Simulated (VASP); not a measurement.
Input of a VASP 6.6.1 run:

The input INCAR:

```
SYSTEM = WS2
ALGO = Normal
EDIFF = 1E-7
ENCUT = 520
GGA = PS
ISIF = 2
ISMEAR = 0
LASPH = .True.
LCHARG = .False.
LREAL = .False.
LWAVE = .False.
NBANDS = 20
NELM = 60
PREC = Accurate
SIGMA = 0.05
```

Contents of KPOINTS:

```
k-points
0
Gamma
  12 12 12
  0 0 0
```

POSCAR

```
WS2
1.0
    1.5501963512      0.8950062807      6.3704647422
   -1.5501963512      0.8950062807      6.3704647422
    0.0000000000     -1.7900125614      6.3704647422
W S
1 2
Direct
    0.9993284863      0.9993284863      0.9993284863
    0.7479630314      0.7479630314      0.7479630314
    0.5840084823      0.5840084823      0.5840084823
```

Potentials or basis: VASP PAW PBE potentials, release 64 (W_sv, S).

Command:

```console
$ cat potpaw_PBE.64/W_sv/POTCAR potpaw_PBE.64/S/POTCAR > POTCAR
$ mpirun -np 1 vasp_std > vasp.out
```

(1) Predict the largest force.

(2) Estimate the pressure.

## Answers

(1) 0.389 eV/Å.

(2) 5.3 GPa.

Caveat: the cell differs from its parent crystal (strain -0.015 along x and y, +0.000 along z); the cell stands under pressure; the PAW data sets were made with another functional, which shifts forces and pressure a little.
